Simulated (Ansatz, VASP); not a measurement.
**Two plane-wave programs on Si**

```
CELL_PARAMETERS angstrom
0.00000 2.71765 2.71765
2.71765 0.00000 2.71765
2.71765 2.71765 0.00000
ATOMIC_POSITIONS crystal
Si 0.00000 0.00000 0.00000
Si 0.25000 0.25000 0.25000
```

Alike in both runs: task single point; functional PBE; k mesh 10 × 10 × 10; occupations gaussian, width 0.02 eV; no spin polarisation.

```csv
,VASP,Ansatz
version,VASP 6.6.1,Ansatz 0.2.0
potentials or method,"VASP PAW PBE potentials, release 64 (Si), cutoff 500 eV","scalar-relativistic, plane waves, PAW"
valence electrons in the cell,8,8
```

```tsv
	VASP	Ansatz	Ansatz less VASP
gap on the k mesh at the Fermi level (eV)	0.59	0.58	-0.001
least direct gap on the mesh (eV)	2.56	2.56	-0.005
pressure (GPa)	1.7	1.8	+0.06
```
